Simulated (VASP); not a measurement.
Write the native input for VASP 6.6.1 that does the following.

- Task: single point
- Functional: LDA
- Potentials or basis: VASP PAW LDA potentials, release 64 (Al, N)
- Cutoff: 520 eV
- k mesh: 8 × 8 × 8
- Occupations: gaussian, width 0.01 eV
- Spin: no spin polarisation
- Dipole correction: no
- Further INCAR settings: ALGO = Normal; EDIFF = 1e-06; NBANDS = 11

The structure of AlN lies in POSCAR:

```
AlN
1.0
    0.0000000000      2.1394101839      2.1394101839
    2.1394101839      0.0000000000      2.1394101839
    2.1394101839      2.1394101839      0.0000000000
Al N
1 1
Direct
    0.0000000000      0.0000000000      0.0000000000
    0.7500000000      0.7500000000      0.7500000000
```

These files were run (other wordings do the same):

INCAR

```
SYSTEM = AlN
PREC = Accurate
ENCUT = 520
EDIFF = 1E-6
ISMEAR = 0
SIGMA = 0.01
LREAL = .False.
LASPH = .True.
NELM = 80
ALGO = Normal
ISIF = 2
LWAVE = .False.
LCHARG = .True.
LELF = .True.
LVHAR = .True.
NBANDS = 11
```

KPOINTS

```
regular mesh
0
Gamma
  8 8 8
  0 0 0
```

Potentials or basis: VASP PAW LDA potentials, release 64 (Al, N).

The run is started by

```console
$ cat potpaw_LDA.64/Al/POTCAR potpaw_LDA.64/N/POTCAR > POTCAR
$ mpirun -np 1 vasp_std > vasp.out
```

It gave:

```
Pressure               : 10.9 GPa
Band gap on the k mesh : 3.25 eV, indirect (least direct gap 4.80 eV)
```

It took 4 s on 1 thread of Intel Xeon 6975P-C, on a shared host, peak memory 0.12 GiB.
